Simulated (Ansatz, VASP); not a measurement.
## Two plane-wave programs on Si7Ge

```
CELL_PARAMETERS angstrom
5.42477 0.00000 0.00000
0.00000 5.42477 0.00000
0.00000 0.00000 5.42477
ATOMIC_POSITIONS crystal
Si 0.25244 0.25244 0.25244
Si 0.00000 0.50000 0.50000
Si 0.50000 0.50000 0.00000
Si 0.50000 0.00000 0.50000
Si 0.74756 0.25244 0.74756
Si 0.74756 0.74756 0.25244
Si 0.25244 0.74756 0.74756
Ge 0.00000 0.00000 0.00000
```

Alike in both runs: functional LDA; k mesh 8 × 8 × 8; occupations gaussian, width 0.01 eV; no spin polarisation.

Ansatz relaxed the structure, and its values are those at the end. VASP's run is a single point on that final structure, the one shown.

```csv
,VASP,Ansatz
version,VASP 6.6.1,Ansatz 0.2.0
potentials or method,"VASP PAW LDA potentials, release 64 (Si, Ge_d), cutoff 520 eV","scalar-relativistic, plane waves, PAW"
valence electrons in the cell,42,42
```

Ansatz gave:

| Quantity | Value |
| --- | --- |
| gap on the k mesh at the Fermi level (eV) | 0.26 |
| least direct gap on the mesh (eV) | 0.26 |
| pressure (GPa) | 0.0 |

Task: Estimate VASP's values.

Result: gap on the k mesh at the Fermi level (eV): 0.26; least direct gap on the mesh (eV): 0.26; pressure (GPa): 0.1.

LDA's correlation is that of Perdew and Zunger in VASP and of Perdew and Wang (1992) in Ansatz.
